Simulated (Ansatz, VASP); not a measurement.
# GaN: VASP beside Ansatz

```xyz
2
Lattice="0.0000 2.2490 2.2490 2.3085 0.0000 2.2490 2.3085 2.2490 0.0000" Properties=species:S:1:pos:R:3 pbc="T T T"
Ga    0.0000    0.0000    0.0000
N     1.1543    1.1245    1.1245
```

Change from the starting cell: uniaxial_x strain +2.6%.

Alike in both runs: task single point; functional r2SCAN; k mesh 10 × 10 × 10; no spin polarisation.

```csv
,VASP,Ansatz
version,VASP 6.6.1,Ansatz 0.2.0
potentials or method,"VASP PAW PBE potentials, release 64 (Ga_d, N)","plane waves, PAW"
plane-wave cutoff (eV),520,500
occupations,"gaussian, width 0.01 eV",fixed
valence electrons in the cell,18,18
```

Ansatz gave:

- gap on the k mesh at the Fermi level (eV): 1.95
- pressure (GPa): -4.9
- traceless stress, the component that is largest in VASP (GPa): -2.47

Task: What did VASP give for the same quantities?

Result: gap on the k mesh at the Fermi level (eV): 1.94; pressure (GPa): -3.9; traceless stress, the component that is largest in VASP (GPa): -2.37.

VASP's potentials were made for PBE, not for r2SCAN.
